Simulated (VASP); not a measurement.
# AgCl (P2_1/m) in VASP: notebook

AgCl is run at these levels: PBE; tasks: single point.

Program: VASP 6.6.1. These are calculated values, not measurements. Logs are shortened: lines on timing, memory, paths and dates and some standing lists are left out, and cuts for length are marked.

## Step 1: The cell of the first run

It takes space group P2_1/m (No. 11, monoclinic). The conventional cell has a = 3.969 Å, b = 3.968 Å, c = 11.230 Å, α = 90.00°, β = 91.99°, γ = 90.00°. Ag (site symmetry m) has 6 Cl at 2.81 to 2.83 Å and 2 Ag at 3.78 Å within 3.8 Å. Ag (site symmetry m) has 6 Cl at 2.81 Å within 3.7 Å. Within 3.8 Å of Cl (site symmetry m) lie 6 Ag at 2.81 to 2.83 Å and 2 Cl at 3.79 Å. Within 3.7 Å of Cl (site symmetry m) lie 6 Ag at 2.81 Å.

## Step 2: Single point, PBE (the part above a cut slid along it)

Contents of INCAR:

```
SYSTEM = AgCl
  PREC = Accurate
  ENCUT = 520
  EDIFF = 1E-6
  ISMEAR = 0
  SIGMA = 0.05
  LREAL = .FALSE.
  LASPH = .TRUE.
  NELM = 80
  ALGO = Normal
  ISIF = 2
  LWAVE = .FALSE.
  LCHARG = .TRUE.
  GGA = PE
  LELF = .TRUE.
  LVHAR = .TRUE.
  NBANDS = 46
```

Contents of KPOINTS:

```
regular mesh
0
G
  7 7 3
  0 0 0
```

Contents of POSCAR:

```
AgCl
1.0
   -3.9643020236      0.0000000000     -0.1970743489
    0.0000000000     -3.9680551249      0.0000000000
   -0.9458916189      0.0000000000     11.1905117529
Ag Cl
4 4
Direct
    0.6621330959      0.7500000000      0.8751935818
    0.7121330959      0.7500000000      0.3751935818
    0.2378669041      0.2500000000      0.1248064182
    0.1878669041      0.2500000000      0.6248064182
    0.1625688153      0.2500000000      0.8748551066
    0.2125688153      0.2500000000      0.3748551066
    0.7374311847      0.7500000000      0.1251448934
    0.6874311847      0.7500000000      0.6251448934
```

Potentials or basis: VASP PAW PBE potentials, release 64 (Ag, Cl).

On the command line:

```console
$ cat potpaw_PBE.64/Ag/POTCAR potpaw_PBE.64/Cl/POTCAR > POTCAR
$ mpirun -np 1 vasp_std > vasp.out
```

OUTCAR:

```text
SYSTEM = AgCl
   PREC = Accurate
   ENCUT = 520
   EDIFF = 1E-6
   ISMEAR = 0
   LREAL = .FALSE.
   LASPH = .TRUE.
   NELM = 80
   ISIF = 2
   GGA = PE

 ion  position               nearest neighbor table
   1  0.662  0.750  0.875-   5 2.81   5 2.81   8 2.81   5 2.81   5 2.81   7 2.83
   2  0.712  0.750  0.375-   6 2.81   6 2.81   8 2.81   7 2.81   6 2.81   6 2.81
   3  0.238  0.250  0.125-   7 2.81   7 2.81   6 2.81   7 2.81   7 2.81   5 2.83
   4  0.188  0.250  0.625-   8 2.81   8 2.81   6 2.81   5 2.81   8 2.81   8 2.81
   5  0.163  0.250  0.875-   1 2.81   1 2.81   4 2.81   1 2.81   1 2.81   3 2.83
   6  0.213  0.250  0.375-   2 2.81   2 2.81   4 2.81   3 2.81   2 2.81   2 2.81
   7  0.737  0.750  0.125-   3 2.81   3 2.81   2 2.81   3 2.81   3 2.81   1 2.83
   8  0.687  0.750  0.625-   4 2.81   4 2.81   2 2.81   1 2.81   4 2.81   4 2.81

  LATTYP: Found a simple monoclinic cell.
 ALAT       =     3.9691975050
 B/A-ratio  =     0.9997121887
 C/A-ratio  =     2.8293923163
 COS(beta)  =    -0.0346474819

  Lattice vectors:

 A1 = (  -3.9643020236,   0.0000000000,  -0.1970743489)
 A2 = (   0.0000000000,   3.9680551249,   0.0000000000)
 A3 = (   0.9458916189,   0.0000000000, -11.1905117529)

Analysis of symmetry for initial positions (statically):
=====================================================================
 Subroutine PRICEL returns:
 Original cell was already a primitive cell.

 Routine SETGRP: Setting up the symmetry group for a
 simple monoclinic supercell.

 Subroutine GETGRP returns: Found  4 space group operations
 (whereof  1 operations were pure point group operations)
 out of a pool of  4 trial point group operations.

The static configuration has the point symmetry C_1 .
 The point group associated with its full space group is C_2h.

Analysis of symmetry for dynamics (positions and initial velocities):
=====================================================================
 Subroutine PRICEL returns:
 Original cell was already a primitive cell.

 Routine SETGRP: Setting up the symmetry group for a
 simple monoclinic supercell.

 Subroutine GETGRP returns: Found  4 space group operations
 (whereof  1 operations were pure point group operations)
 out of a pool of  4 trial point group operations.

The dynamic configuration has the point symmetry C_1 .
 The point group associated with its full space group is C_2h.

 Subroutine INISYM returns: Found  4 space group operations
 (whereof  1 operations are pure point group operations),
 and found     1 'primitive' translations

----------------------------------------------------------------------------------------

                                     Primitive cell

  volume of cell :     176.7728

  direct lattice vectors                    reciprocal lattice vectors
    -3.964302024  0.000000000 -0.197074349    -0.251195693  0.000000000 -0.021232622
     0.000000000 -3.968055125  0.000000000     0.000000000 -0.252012628  0.000000000
    -0.945891619  0.000000000 11.190511753    -0.004423768  0.000000000  0.088987494

  length of vectors
     3.969197505  3.968055125 11.230416922     0.252091453  0.252012628  0.089097384

  position of ions in fractional coordinates (direct lattice)
     0.662133096  0.750000000  0.875193582
     0.712133096  0.750000000  0.375193582
     0.237866904  0.250000000  0.124806418
     0.187866904  0.250000000  0.624806418
     0.162568815  0.250000000  0.874855107
     0.212568815  0.250000000  0.374855107
     0.737431185  0.750000000  0.125144893
     0.687431185  0.750000000  0.625144893

  ion indices of the primitive-cell ions
   primitive index   ion index
                 1           1
                 2           2
                 3           3
                 4           4
                 5           5
                 6           6
                 7           7
                 8           8

----------------------------------------------------------------------------------------

 KPOINTS: regular mesh

Automatic generation of k-mesh.
 Grid dimensions read from file:
 generate k-points for:    7    7    3

 Generating k-lattice:

  Cartesian coordinates                     Fractional coordinates (reciprocal lattice)
    -0.035885099  0.000000000 -0.003033232     0.142857143  0.000000000 -0.000000000
     0.000000000 -0.036001804  0.000000000     0.000000000  0.142857143  0.000000000
    -0.001474589  0.000000000  0.029662498     0.000000000  0.000000000  0.333333333

  Length of vectors
     0.036013065  0.036001804  0.029699128

  Shift w.r.t. Gamma in fractional coordinates (k-lattice)
     0.000000000  0.000000000  0.000000000

 Subroutine IBZKPT returns following result:
 ===========================================

 Found     44 irreducible k-points:

 Following reciprocal coordinates:
            Coordinates               Weight
  0.000000  0.000000  0.000000      1.000000
  0.142857  0.000000 -0.000000      2.000000
  0.285714  0.000000  0.000000      2.000000
  0.428571  0.000000  0.000000      2.000000
  0.000000  0.142857  0.000000      2.000000
  0.142857  0.142857 -0.000000      4.000000
[... 16 lines left out ...]
 -0.142857  0.000000  0.333333      2.000000
 -0.000000  0.142857  0.333333      4.000000
 [... further k-points ...]
   k-points           NKPTS =     44   k-points in BZ     NKDIM =     44   number of bands    NBANDS=     46
   number of dos      NEDOS =    301   number of ions     NIONS =      8
   total plane-waves  NPLWV =  75600
   dimension x,y,z NGX =    30 NGY =   30 NGZ =   84
   dimension x,y,z NGXF=    60 NGYF=   60 NGZF=  168
   ions per type =               4   4
   NGX,Y,Z   is equivalent  to a cutoff of  12.57, 12.57, 12.43 a.u.
   NGXF,Y,Z  is equivalent  to a cutoff of  25.13, 25.14, 24.87 a.u.
 SYSTEM =  AgCl
   PREC   = accura    normal or accurate (medium, high low for compatibility)
   ISTART =      0    job   : 0-new  1-cont  2-samecut
   ICHARG =      2    charge: 1-file 2-atom 10-const
   ISPIN  =      1    spin polarized calculation?
   LNONCOLLINEAR =      F non collinear calculations
   LSORBIT =      F    spin-orbit coupling
   LASPH  =      T    aspherical Exc in radial PAW
   ENCUT  =  520.0 eV  38.22 Ry    6.18 a.u.   7.38  7.38 20.88*2*pi/ulx,y,z
   NELM   =     80;   NELMIN=  2; NELMDL= -5     # of ELM steps
   EDIFF  = 0.1E-05   stopping-criterion for ELM
   LREAL  =      F    real-space projection
   EDIFFG = 0.1E-04   stopping-criterion for IOM
   NSW    =      0    number of steps for IOM
   IBRION =     -1    ionic relax: 0-MD 1-quasi-New 2-CG
   NFREE  =      0    steps in history (QN), initial steepest desc. (CG)
   ISIF   =      2    stress and relaxation
   ISYM   =      2    0-nonsym 1-usesym 2-fastsym
   POTIM  = 0.5000    time-step for ionic-motion
   TEBEG  =    0.0;   TEEND  =   0.0 temperature during run
   PSTRESS=    0.0 pullay stress
   NELECT =      72.0000    total number of electrons
   NUPDOWN=      -1.0000    fix difference up-down
   EMIN   =  10.00;   EMAX   =-10.00  energy-range for DOS
   EFERMI =   0.00;   METHOD = LEGACY
   ISMEAR =     0;   SIGMA  =   0.05  broadening in eV -4-tet -1-fermi 0-gaus
   EFERMI_NEDOS =   21; number of points for ismear=-14 and -15
   IALGO  =     38    algorithm
   IMIX   =      4    mixing-type and parameters
     AMIX     =   0.40;   BMIX     =  1.00
     AMIX_MAG =   1.60;   BMIX_MAG =  1.00
  volume/ion in A,a.u.               =      22.10       149.12
  Fermi-wavevector in a.u.,A,eV,Ry     =   1.213521  2.293222 20.036380  1.472632
  Thomas-Fermi vector in A             =   2.348970
   LORBIT       =      0    0 simple, 1 ext, 2 COOP (PROOUT), +10 PAW based schemes
   GGA     = PE    functional components
   LHFCALC =     F    Hartree Fock is set to
   AEXX    =    0.0000 exact exchange contribution
   IVDW    =     0    specifies the selected vdW correction
   LEPSILON=     F    determine dielectric tensor
   LRPA    =     F    only Hartree local field effects (RPA)
 non-spin polarized calculation
 Gauss-broadening in eV      SIGMA  =   0.05
  energy-cutoff  :      520.00
  volume of cell :      176.77
 maximum number of plane-waves:      4811
 NGX is ok and might be reduce to    30
   NGX = 15   NGY = 15   NGZ = 41

 number of electron      71.9999979 magnetization

 Free energy of the ion-electron system (eV)
  ---------------------------------------------------
  ext. energy  EPLUGINS =         0.00000000
  ---------------------------------------------------
  free energy    TOTEN  =       -21.58833167 eV

  energy without entropy =      -21.58833167  energy(sigma->0) =      -21.58833167

 E-fermi :   3.5925     XC(G=0):  -9.7829

 val. band max:        3.3405144694   @ k =   0.4286   0.0000   0.0000
 cond. band min:       4.2767432225   @ k =   0.0000   0.0000   0.0000
 fundamental gap:      0.9362287531
 Fermi energy:         3.5925019020

 k-point     1 :       0.0000    0.0000    0.0000
  band No.  band energies     occupation
      1     -11.5350      2.00000
      2     -11.3065      2.00000
      3     -11.3032      2.00000
      4     -11.1144      2.00000
      5      -0.8180      2.00000
      6      -0.8154      2.00000
[... 38 lines left out ...]
     45      12.1978      0.00000
     46      12.2386      0.00000

 k-point     2 :       0.1429    0.0000   -0.0000
  band No.  band energies     occupation
      1     -11.4878      2.00000
      2     -11.2831      2.00000
      3     -11.2657      2.00000
      4     -11.1038      2.00000
      5      -0.8887      2.00000
      6      -0.8774      2.00000
[... 38 lines left out ...]
     45      11.8176      0.00000
     46      11.9124      0.00000

 k-point     3 :       0.2857    0.0000    0.0000
  band No.  band energies     occupation
      1     -11.3678      2.00000
      2     -11.2198      2.00000
      3     -11.1892      2.00000
      4     -11.0907      2.00000
      5      -1.1906      2.00000
      6      -1.1601      2.00000
[... 1018 lines left out ...]
     45      11.7614      0.00000
     46      12.4774      0.00000

 k-point    24 :      -0.0000    0.1429    0.3333
  band No.  band energies     occupation
      1     -11.4568      2.00000
      2     -11.3763      2.00000
      3     -11.1834      2.00000
      4     -11.1241      2.00000
      5      -0.9625      2.00000
      6      -0.7891      2.00000
[... 38 lines left out ...]
     45      11.6276      0.00000
     46      12.4272      0.00000

 [... further k-points ...]

------------------------ aborting loop because EDIFF is reached ----------------------------------------

  FORCE on cell =-STRESS in cart. coord.  units (eV):
  Direction    XX          YY          ZZ          XY          YZ          ZX
  --------------------------------------------------------------------------------------
  -------------------------------------------------------------------------------------
  Total       -0.3139138     -0.2204583     -0.1716004      0.0000000      0.0000000      0.2349756
  in kB       -2.8451524     -1.9981197     -1.5552970      0.0000000      0.0000000      2.1296976
  external PRESSURE =      -2.1328564 kB  Pullay stress =       0.0000000 kB

 VOLUME and BASIS-vectors are now :
 -----------------------------------------------------------------------------
  energy-cutoff  :      520.00
  volume of cell :      176.77
      direct lattice vectors                 reciprocal lattice vectors
    -3.964302024  0.000000000 -0.197074349    -0.251195693  0.000000000 -0.021232622
     0.000000000 -3.968055125  0.000000000     0.000000000 -0.252012628  0.000000000
    -0.945891619  0.000000000 11.190511753    -0.004423768  0.000000000  0.088987494

 POSITION                                       TOTAL-FORCE (eV/Angst)
 -----------------------------------------------------------------------------------
     -3.45273     -2.97604      9.66337        -0.005462      0.000000      0.024711
     -3.17800     -2.97604      4.05827        -0.001714      0.000000     -0.004022
     -1.06103     -0.99201      1.34977         0.005462      0.000000     -0.024711
     -1.33576     -0.99201      6.95488         0.001714     -0.000000      0.004022
     -1.47199     -0.99201      9.75804        -0.078682      0.000000     -0.017860
     -1.19726     -0.99201      4.15293         0.002598      0.000000      0.004696
     -3.04177     -2.97604      1.25511         0.078682      0.000000      0.017860
     -3.31650     -2.97604      6.86022        -0.002598      0.000000     -0.004696
 -----------------------------------------------------------------------------------
    total drift:                               -0.000000      0.000000      0.000000

  FREE ENERGIE OF THE ION-ELECTRON SYSTEM (eV)
  ---------------------------------------------------
  free  energy   TOTEN  =       -21.5883316735 eV

  energy  without entropy=      -21.5883316735  energy(sigma->0) =      -21.58833167
```

Run time: 5.3 min. Hardware: 1 thread of Intel Xeon 8259CL, shared host; peak memory 0.42 GiB.

Results:

```yaml
Free_energy: -21.5883 eV
Pressure: -0.2 GPa
Largest_force: 0.081 eV/Å
Band_gap_on_the_k_mesh: 0.94 eV (least direct gap 2.18 eV)
```

Forces on the atoms (eV/Å):
```
Ag  -0.005  0.000  0.025
Ag  -0.002  0.000 -0.004
Ag   0.005  0.000 -0.025
Ag   0.002  0.000  0.004
Cl  -0.079  0.000 -0.018
Cl   0.003  0.000  0.005
Cl   0.079  0.000  0.018
Cl  -0.003  0.000 -0.005
```

Caveat: the cell differs from its parent crystal (the part above a cut slid along it).

## Step 3: Single point, PBE (the part above a cut slid along it)

Contents of INCAR:

```
SYSTEM = AgCl
PREC = Accurate ; ENCUT = 520
EDIFF = 1E-7 ; ISMEAR = 0
SIGMA = 0.05 ; LREAL = .FALSE.
LASPH = .TRUE. ; NELM = 80
ALGO = Normal ; ISIF = 2
LWAVE = .FALSE. ; LCHARG = .TRUE.
GGA = PE ; LELF = .TRUE.
LVHAR = .TRUE. ; NBANDS = 46
```

Contents of KPOINTS:

```
Automatic mesh
0
G
  7 7 3
  0 0 0
```

Contents of POSCAR:

```
AgCl
1.0
   -3.9643020236      0.0000000000     -0.1970743489
    0.0000000000     -3.9680551249      0.0000000000
   -1.7387520236      0.0000000000     11.1510968831
Ag Cl
4 4
Direct
    0.4870943796      0.7500000000      0.8751935818
    0.6370943796      0.7500000000      0.3751935818
    0.2129056204      0.2500000000      0.1248064182
    0.0629056204      0.2500000000      0.6248064182
   -0.0124022060      0.2500000000      0.8748551066
    0.1375977940      0.2500000000      0.3748551066
    0.7124022060      0.7500000000      0.1251448934
    0.5624022060      0.7500000000      0.6251448934
```

Potentials or basis: VASP PAW PBE potentials, release 64 (Ag, Cl).

On the command line:

```console
$ cat potpaw_PBE.64/Ag/POTCAR potpaw_PBE.64/Cl/POTCAR > POTCAR
$ mpirun -np 1 vasp_std > vasp.out
```

Run time: 6.1 min. Hardware: 1 thread of Intel Xeon 8259CL, shared host; peak memory 0.42 GiB.

The run converged. Its results:

```
Free energy            : -21.4692 eV
Pressure               : -0.5 GPa
Largest force          : 0.232 eV/Å
Band gap on the k mesh : 0.78 eV (least direct gap 2.06 eV)
```

Forces on the atoms (eV/Å):
```
Ag  -0.016  0.000  0.100
Ag  -0.001  0.000 -0.022
Ag   0.016  0.000 -0.100
Ag   0.001  0.000  0.022
Cl  -0.160  0.000 -0.167
Cl   0.005  0.000  0.012
Cl   0.160  0.000  0.167
Cl  -0.005  0.000 -0.012
```

Stress tensor (GPa, compression positive):
```
-1.05  0.00  0.44
 0.00 -0.55  0.00
 0.44  0.00 -0.04
```

Levels at points of the mesh, in eV from the valence-band top:
```csv
k point,band 33,band 34,band 35,band 36,band 37,band 38,band 39,band 40
"(0.00, 0.00, 0.00)",-1.63,-1.60,-1.28,-1.28,0.78,2.65,2.92,3.38
```

Caveat: the cell differs from its parent crystal (the part above a cut slid along it); semilocal functionals underestimate gaps, and a narrow one can read as zero. A k mesh can miss the band edges.
